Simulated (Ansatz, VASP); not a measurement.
## One calculation of BPd4, two programs

File INCAR:

```
SYSTEM = BPd4
  PREC = Accurate
  ENCUT = 520
  EDIFF = 1E-7
  ISMEAR = 0
  SIGMA = 0.1
  LREAL = .False.
  LASPH = .True.
  NELM = 80
  ALGO = Fast
  ISIF = 2
  LWAVE = .False.
  LCHARG = .True.
  GGA = PE
  LELF = .True.
  LVHAR = .True.
  NBANDS = 30
```

File KPOINTS:

```
Automatic mesh
0
Gamma
  6 6 4
  0 0 0
```

File POSCAR:

```
BPd4
1.0
    3.9370124800      0.0000000000      0.0000000000
   -1.9685062400      3.4095528200      0.0000000000
    0.0000000000      0.0000000000      5.0121224200
B Pd
1 4
Direct
    0.6666666700      0.3333333300      0.8955861600
    0.5066695600      0.4933304400      0.5859656400
    0.5066695600      0.0133391300      0.5859656400
    0.9866608700      0.4933304400      0.5859656400
    0.0000000000      0.0000000000      0.1588107500
```

Input for Ansatz:

```yaml
crystal:
  lattice:
    - [3.93701248, 0.0, 0.0]
    - [-1.96850624, 3.40955282, 0.0]
    - [0.0, 0.0, 5.01212242]
  atoms:
    - { symbol: B, position: [0.66666667, 0.33333333, 0.89558616] }
    - { symbol: Pd, position: [0.50666956, 0.49333044, 0.58596564] }
    - { symbol: Pd, position: [0.50666956, 0.01333913, 0.58596564] }
    - { symbol: Pd, position: [0.98666087, 0.49333044, 0.58596564] }
    - { symbol: Pd, position: [0.0, 0.0, 0.15881075] }
basis:
  ecutwfc: 420
kpoints:
  mp_grid: { grid: [6, 6, 4] }
hamiltonian:
  xc: pbe
scf:
  occupations: { method: gaussian, width: 0.1 }
  lower_state_search: "off"
output:
  forces: true
  stress: true
  eigenvalues: true
```

Alike in both runs: task single point; functional PBE; k mesh 6 × 6 × 4; occupations gaussian, width 0.1 eV; no spin polarisation.

|  | VASP | Ansatz |
| --- | --- | --- |
| version | VASP 6.6.1 | Ansatz 0.2.0 |
| potentials or method | VASP PAW PBE potentials, release 64 (B, Pd), cutoff 520 eV | scalar-relativistic, plane waves, PAW |
| valence electrons in the cell | 43 | 75 |

```csv
,VASP,Ansatz,Ansatz less VASP
gap on the k mesh at the Fermi level (eV),none,none,-
rms of the force components (eV/Å),7.806,10.141,+2.3356
```

Atom by atom the forces differ by 2.441 eV/Å (rms over components). A gap of «none» marks a metal or a gap that the smearing closes. VASP's potentials hold 43 valence electrons a cell and Ansatz's 75, so a difference there can come from the potentials and not from the codes.
